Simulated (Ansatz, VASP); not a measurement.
One calculation of GaN, two programs

INCAR

```
  PREC = Accurate
  ENCUT = 520
  EDIFF = 1E-7
  ISMEAR = 0
  SIGMA = 0.01
  LREAL = Auto
  LASPH = True
  NELM = 60
  ALGO = Normal
  ISIF = 2
  LWAVE = False
  LCHARG = False
  GGA = PE
  NBANDS = 186
```

File KPOINTS:

```
Automatic mesh
0
Gamma
  3 3 3
```

Contents of POSCAR:

```
GaN
1.0
    0.0000000000      5.5743817777     -5.2431684676
    4.8275562299     -2.7871908889     -5.2431684676
   -4.8275562299     -2.7871908889     -5.2431684676
Ga N
18 18
Direct
    0.9447328218      0.2780661551      0.2780661551
    0.2780661551      0.9447328218      0.2780661551
    0.9447328218      0.6113994884      0.9447328218
    0.6113994884      0.6113994884      0.2780661551
    0.2780661551      0.2780661551      0.9447328218
    0.9447328218      0.9447328218      0.6113994884
    0.6113994884      0.9447328218      0.9447328218
    0.2780661551      0.6113994884      0.6113994884
    0.6113994884      0.2780661551      0.6113994884
    0.8891772662      0.8891772662      0.2225105995
    0.2225105995      0.5558439329      0.2225105995
    0.8891772662      0.2225105995      0.8891772662
    0.5558439329      0.2225105995      0.2225105995
    0.2225105995      0.8891772662      0.8891772662
    0.8891772662      0.5558439329      0.5558439329
    0.5558439329      0.5558439329      0.8891772662
    0.2225105995      0.2225105995      0.5558439329
    0.5558439329      0.8891772662      0.5558439329
    0.8191560671      0.1524894005      0.1524894005
    0.1524894005      0.8191560671      0.1524894005
    0.8191560671      0.4858227338      0.8191560671
    0.4858227338      0.4858227338      0.1524894005
    0.1524894005      0.1524894005      0.8191560671
    0.8191560671      0.8191560671      0.4858227338
    0.4858227338      0.8191560671      0.8191560671
    0.1524894005      0.4858227338      0.4858227338
    0.4858227338      0.1524894005      0.4858227338
    0.0969338449      0.0969338449      0.4302671782
    0.4302671782      0.7636005116      0.4302671782
    0.0969338449      0.4302671782      0.0969338449
    0.7636005116      0.4302671782      0.4302671782
    0.4302671782      0.0969338449      0.0969338449
    0.0969338449      0.7636005116      0.7636005116
    0.7636005116      0.7636005116      0.0969338449
    0.4302671782      0.4302671782      0.7636005116
    0.7636005116      0.0969338449      0.7636005116
```

Input for Ansatz:

```yaml
crystal:
  lattice:
    - [0.0, 5.5743817777, -5.2431684676]
    - [4.8275562299, -2.7871908889, -5.2431684676]
    - [-4.8275562299, -2.7871908889, -5.2431684676]
  atoms:
    - { symbol: Ga, position: [0.9447328218, 0.2780661551, 0.2780661551] }
    - { symbol: Ga, position: [0.2780661551, 0.9447328218, 0.2780661551] }
    - { symbol: Ga, position: [0.9447328218, 0.6113994884, 0.9447328218] }
    - { symbol: Ga, position: [0.6113994884, 0.6113994884, 0.2780661551] }
    - { symbol: Ga, position: [0.2780661551, 0.2780661551, 0.9447328218] }
    - { symbol: Ga, position: [0.9447328218, 0.9447328218, 0.6113994884] }
    - { symbol: Ga, position: [0.6113994884, 0.9447328218, 0.9447328218] }
    - { symbol: Ga, position: [0.2780661551, 0.6113994884, 0.6113994884] }
    - { symbol: Ga, position: [0.6113994884, 0.2780661551, 0.6113994884] }
    - { symbol: Ga, position: [0.8891772662, 0.8891772662, 0.2225105995] }
    - { symbol: Ga, position: [0.2225105995, 0.5558439329, 0.2225105995] }
    - { symbol: Ga, position: [0.8891772662, 0.2225105995, 0.8891772662] }
    - { symbol: Ga, position: [0.5558439329, 0.2225105995, 0.2225105995] }
    - { symbol: Ga, position: [0.2225105995, 0.8891772662, 0.8891772662] }
    - { symbol: Ga, position: [0.8891772662, 0.5558439329, 0.5558439329] }
    - { symbol: Ga, position: [0.5558439329, 0.5558439329, 0.8891772662] }
    - { symbol: Ga, position: [0.2225105995, 0.2225105995, 0.5558439329] }
    - { symbol: Ga, position: [0.5558439329, 0.8891772662, 0.5558439329] }
    - { symbol: "N", position: [0.8191560671, 0.1524894005, 0.1524894005] }
    - { symbol: "N", position: [0.1524894005, 0.8191560671, 0.1524894005] }
    - { symbol: "N", position: [0.8191560671, 0.4858227338, 0.8191560671] }
    - { symbol: "N", position: [0.4858227338, 0.4858227338, 0.1524894005] }
    - { symbol: "N", position: [0.1524894005, 0.1524894005, 0.8191560671] }
    - { symbol: "N", position: [0.8191560671, 0.8191560671, 0.4858227338] }
    - { symbol: "N", position: [0.4858227338, 0.8191560671, 0.8191560671] }
    - { symbol: "N", position: [0.1524894005, 0.4858227338, 0.4858227338] }
    - { symbol: "N", position: [0.4858227338, 0.1524894005, 0.4858227338] }
    - { symbol: "N", position: [0.0969338449, 0.0969338449, 0.4302671782] }
    - { symbol: "N", position: [0.4302671782, 0.7636005116, 0.4302671782] }
    - { symbol: "N", position: [0.0969338449, 0.4302671782, 0.0969338449] }
    - { symbol: "N", position: [0.7636005116, 0.4302671782, 0.4302671782] }
    - { symbol: "N", position: [0.4302671782, 0.0969338449, 0.0969338449] }
    - { symbol: "N", position: [0.0969338449, 0.7636005116, 0.7636005116] }
    - { symbol: "N", position: [0.7636005116, 0.7636005116, 0.0969338449] }
    - { symbol: "N", position: [0.4302671782, 0.4302671782, 0.7636005116] }
    - { symbol: "N", position: [0.7636005116, 0.0969338449, 0.7636005116] }
basis:
  ecutwfc: 420
  xc_grid: 2
kpoints:
  mp_grid: { grid: [3, 3, 3], shift: [0.0, 0.0, 0.0] }
hamiltonian:
  xc: pbe
scf:
  occupations: { method: gaussian, width: 0.01 }
output:
  forces: true
  stress: true
  eigenvalues: true
```

Alike in both runs: task single point; functional PBE; k mesh 3 × 3 × 3; occupations gaussian, width 0.01 eV; no spin polarisation.

```csv
,VASP,Ansatz
version,VASP 6.6.1,Ansatz 0.2.0
potentials or method,"VASP PAW PBE potentials, release 64 (Ga_d, N), cutoff 520 eV","scalar-relativistic, plane waves, PAW"
valence electrons in the cell,324,324
```

Ansatz gave:

- gap on the k mesh at the Fermi level (eV): 1.71
- least direct gap on the mesh (eV): 1.71
- pressure (GPa): 0.0

Problem. Which values does VASP return?

Solution. gap on the k mesh at the Fermi level (eV): 1.72; least direct gap on the mesh (eV): 1.72; pressure (GPa): 0.1.
